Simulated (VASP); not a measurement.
Here is a VASP 6.6.1 calculation.

The input INCAR:

```
ALGO = Normal
EDIFF = 1E-6
ENCUT = 520
GGA = PS
ISIF = 2
ISMEAR = -1
IVDW = 12
LASPH = T
LCHARG = F
LREAL = F
LWAVE = F
NBANDS = 15
NELM = 100
PREC = Accurate
SIGMA = 0.05
```

KPOINTS

```
k-points
0
Gamma
  11 11 6
```

The input POSCAR:

```
Os
1.0
    2.6971481730      0.0000000000      0.0000000000
   -1.3485740865      2.3357988356      0.0000000000
    0.0000000000      0.0000000000      4.2613185190
Os
2
Direct
    0.6666666667      0.3333333333      0.7500000000
    0.3333333333      0.6666666667      0.2500000000
```

Potentials or basis: VASP PAW PBE potentials, release 64 (Os).

Command:

```bash
$ cat potpaw_PBE.64/Os/POTCAR > POTCAR
$ mpirun -np 1 vasp_std > vasp.out
```

(1) What does it give for the pressure?

(2) Estimate the band gap on the k mesh.

(3) Estimate the dispersion energy per atom.

Results:

(1) 8.9 GPa.

(2) zero (band 8 reaches 12.20 eV, above the bottom of band 9 at 8.04 eV).

(3) -0.696 eV.

Caveat: the PAW data sets were made with another functional, which shifts forces and pressure a little; spin-orbit coupling is left out, which moves the levels of the heavy elements; pairwise dispersion overbinds metals, which lowers pressure and volume.
